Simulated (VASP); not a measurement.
A run of VASP 6.6.1 is set up as follows.

File INCAR:

```
SYSTEM = Si48C47
PREC = Accurate
ENCUT = 520
EDIFF = 1E-7
ISMEAR = -1
SIGMA = 0.05
LREAL = Auto
LASPH = .TRUE.
NELM = 150
ALGO = Normal
ISIF = 2
LWAVE = .FALSE.
LCHARG = .TRUE.
ISPIN = 2
MAGMOM = 0 0 0 0 0 0.5 0.5 0 0 0.5 0 0 0 0 0 0 0 0.5 0 0 0 0 0 0 0 0 0 0 0 0 0 0 0 0 0 0 0 0 0 0 0 0 0 0 0 0 0 0 0 0 0 0 0 0 0 0 0 0 0 0 0 0 0 0 0 0 0 0 0 0 0 0 0 0 0 0 0 0 0 0 0 0 0 0 0 0 0 0 0 0 0 0 0 0 0
LORBIT = 11
GGA = PS
LELF = .TRUE.
LVHAR = .TRUE.
ISYM = 0
NBANDS = 247
LUSENCCL = .FALSE.
```

File KPOINTS:

```
Automatic mesh
0
Gamma
  1 1 1
  0.25 0.25 0.25
```

The input POSCAR:

```
Si48C47
1.0
    9.2342040000      0.0000000000      0.0000000000
    0.0000000000     10.6627400000      0.0000000000
    0.0000000000      0.0000000000     10.0759470000
Si C
48 47
Direct
    0.9997650000      0.9994040000      0.4997280000
    0.3322880000      0.9989220000      0.4996650000
    0.1635370000      0.2493900000      0.4995360000
    0.0005370000      0.5006470000      0.4997730000
    0.6631780000      0.0033480000      0.4996030000
    0.4869610000      0.2572880000      0.5013170000
    0.3436940000      0.4873610000      0.5012580000
    0.1695490000      0.7456950000      0.4995370000
    0.8300820000      0.2511270000      0.4998800000
    0.6666050000      0.5043090000      0.5025980000
    0.5011040000      0.7492080000      0.4996770000
    0.8345010000      0.7518370000      0.4999010000
    0.9986560000      0.1665720000      0.2498260000
    0.3315540000      0.1660580000      0.2492640000
    0.1662850000      0.4162780000      0.2498090000
    0.0002220000      0.6665430000      0.2495750000
    0.6646430000      0.1678920000      0.2496760000
    0.4991510000      0.4160520000      0.2457600000
    0.3344260000      0.6652580000      0.2497410000
    0.1664280000      0.9158340000      0.2496150000
    0.8327820000      0.4168200000      0.2497650000
    0.6671240000      0.6671300000      0.2496090000
    0.4993180000      0.9166670000      0.2496600000
    0.8327620000      0.9173090000      0.2498210000
    0.1661400000      0.0832970000      0.7497690000
    0.9992740000      0.3333120000      0.7497400000
    0.4994380000      0.0833130000      0.7492930000
    0.3321390000      0.3329050000      0.7512730000
    0.1675680000      0.5827530000      0.7488340000
    0.0008380000      0.8332180000      0.7495770000
    0.8329710000      0.0835080000      0.7496190000
    0.6660570000      0.3336810000      0.7501700000
    0.5005840000      0.5834040000      0.7505710000
    0.3337600000      0.8331500000      0.7496440000
    0.8348610000      0.5840890000      0.7503180000
    0.6668810000      0.8338270000      0.7495880000
    0.9998220000      0.9998960000      0.9996600000
    0.3328730000      0.9997540000      0.9993610000
    0.1655040000      0.2497900000      0.9998220000
    0.0000310000      0.5000120000      0.9997530000
    0.6662050000      0.0002690000      0.9997880000
    0.4989620000      0.2498000000      0.9987560000
    0.3330760000      0.4997240000      0.9987420000
    0.1670930000      0.7495280000      0.9995470000
    0.8325690000      0.2500090000      0.9997020000
    0.6666300000      0.5002170000      0.9993440000
    0.5001430000      0.7501360000      0.9997030000
    0.8337640000      0.7503630000      0.9997970000
    0.9997920000      0.9998700000      0.1872220000
    0.3326640000      0.9995650000      0.1867080000
    0.1653480000      0.2497570000      0.1869520000
    0.9997800000      0.4997900000      0.1873040000
    0.6660050000      0.0005810000      0.1876090000
    0.4983800000      0.2486530000      0.1856180000
    0.3318390000      0.4999650000      0.1856570000
    0.1674400000      0.7492650000      0.1872770000
    0.8321840000      0.2501190000      0.1871210000
    0.6672400000      0.5005850000      0.1868840000
    0.5002230000      0.7499480000      0.1870390000
    0.8337560000      0.7504980000      0.1872590000
    0.9997460000      0.9998560000      0.6871060000
    0.3327340000      0.9999350000      0.6869290000
    0.1656500000      0.2498410000      0.6870950000
    0.0005850000      0.4998860000      0.6868070000
    0.6660070000      0.0007200000      0.6866840000
    0.4985660000      0.2507300000      0.6885180000
    0.3350980000      0.4986840000      0.6883750000
    0.1676380000      0.7492420000      0.6866920000
    0.8321890000      0.2502390000      0.6871770000
    0.6680940000      0.5008890000      0.6899350000
    0.5004510000      0.7498860000      0.6871090000
    0.8338210000      0.7505680000      0.6871290000
    0.9968460000      0.1662580000      0.4379720000
    0.3285400000      0.1648780000      0.4368060000
    0.1681630000      0.4157190000      0.4374220000
    0.0007020000      0.6668000000      0.4375540000
    0.6591390000      0.1741240000      0.4377000000
    0.3391440000      0.6587580000      0.4376110000
    0.1669140000      0.9136070000      0.4377790000
    0.8320560000      0.4170890000      0.4376130000
    0.6688240000      0.6693560000      0.4372590000
    0.4988740000      0.9165400000      0.4377090000
    0.8315300000      0.9194970000      0.4378130000
    0.1662570000      0.0832590000      0.9376140000
    0.9991320000      0.3333680000      0.9376520000
    0.4994380000      0.0828900000      0.9371960000
    0.3320540000      0.3329000000      0.9383550000
    0.1665300000      0.5831090000      0.9368470000
    0.0005890000      0.8332950000      0.9376260000
    0.8330150000      0.0833070000      0.9376950000
    0.6659110000      0.3333870000      0.9379620000
    0.4999490000      0.5835100000      0.9381690000
    0.3334400000      0.8331250000      0.9374810000
    0.8340580000      0.5839080000      0.9381830000
    0.6668970000      0.8335950000      0.9377460000
```

Potentials or basis: VASP PAW PBE potentials, release 64 (Si, C).

Run with:

```console
$ cat potpaw_PBE.64/Si/POTCAR potpaw_PBE.64/C/POTCAR > POTCAR
$ mpirun -np 1 vasp_std > vasp.out
```

Problem. What does it give for the largest force?

Solution. 0.088 eV/Å.

Problem. Estimate the net moment.

Solution. 1.96 μB per cell.

Problem. What does it give for the band gap on the k mesh?

Solution. 0.38 eV.

Problem. Predict the pressure.

Solution. 0.0 GPa.

Forces in eV/Å, atoms in the order of the input:
```
Si   0.001 -0.001  0.003
Si  -0.002 -0.004  0.013
Si   0.001  0.005 -0.009
Si  -0.007 -0.017 -0.003
Si   0.004 -0.008  0.007
Si  -0.032  0.017  0.016
Si  -0.008 -0.040  0.010
Si  -0.005  0.003  0.016
Si   0.010 -0.006  0.010
Si   0.068 -0.010 -0.019
Si   0.001  0.012  0.007
Si   0.014 -0.013  0.002
Si   0.007 -0.005  0.001
Si   0.009  0.004 -0.006
Si   0.025 -0.002  0.000
Si   0.014 -0.008  0.001
Si   0.013 -0.006 -0.002
Si   0.025  0.020  0.004
Si   0.006 -0.005 -0.006
Si   0.008  0.006  0.000
Si   0.012 -0.003  0.006
Si   0.008 -0.004  0.001
Si   0.012 -0.003 -0.004
Si   0.013 -0.002 -0.003
Si  -0.003 -0.006 -0.003
Si  -0.014  0.001 -0.002
Si  -0.009 -0.002  0.000
Si  -0.007 -0.010 -0.003
Si  -0.008  0.012  0.004
Si  -0.010 -0.004 -0.003
Si  -0.007 -0.001 -0.001
Si  -0.006  0.008  0.002
Si   0.016  0.005  0.008
Si  -0.004 -0.004 -0.006
Si  -0.005 -0.009 -0.009
Si  -0.007 -0.013 -0.003
Si   0.004 -0.003 -0.001
Si  -0.001 -0.002  0.000
Si   0.006 -0.002  0.002
Si   0.008 -0.002  0.002
Si   0.006 -0.004  0.001
Si   0.002  0.005 -0.002
Si   0.014 -0.005  0.007
Si   0.001 -0.003 -0.002
Si   0.001  0.001  0.000
Si   0.006  0.001 -0.001
Si   0.007 -0.002 -0.002
Si   0.003 -0.001  0.000
C   -0.007 -0.001 -0.005
C   -0.008 -0.003  0.002
C   -0.010  0.002  0.011
C   -0.003 -0.002 -0.007
C   -0.014  0.006  0.002
C   -0.029 -0.010  0.020
C   -0.018 -0.008  0.028
C   -0.016 -0.004  0.001
C   -0.006 -0.003  0.008
C   -0.015  0.007 -0.021
C   -0.005  0.003 -0.001
C   -0.013  0.005 -0.001
C    0.016 -0.001 -0.014
C    0.017 -0.001  0.002
C    0.014  0.005  0.000
C   -0.005 -0.002 -0.002
C    0.006  0.006  0.003
C    0.018  0.011 -0.002
C    0.004  0.005  0.000
C    0.011 -0.009 -0.010
C    0.018  0.001 -0.002
C   -0.014 -0.009 -0.023
C    0.011 -0.004 -0.012
C    0.018  0.006 -0.001
C   -0.015  0.014 -0.007
C   -0.005  0.020 -0.011
C   -0.058 -0.059 -0.030
C   -0.021  0.012  0.003
C    0.002  0.009  0.000
C    0.006  0.013 -0.007
C   -0.005  0.029 -0.011
C   -0.004  0.060  0.018
C   -0.019 -0.012 -0.014
C   -0.004  0.001 -0.004
C   -0.024 -0.021 -0.005
C    0.003  0.008  0.010
C   -0.001  0.001  0.007
C    0.003  0.001 -0.006
C   -0.004  0.006  0.007
C   -0.002  0.009  0.019
C    0.003 -0.003  0.008
C   -0.007  0.005  0.005
C   -0.005  0.005  0.007
C   -0.001 -0.007  0.008
C   -0.003  0.005  0.009
C    0.000  0.005 -0.008
C    0.001  0.004 -0.002
```

Caveat: the PAW data sets were made with another functional, which shifts forces and pressure a little.
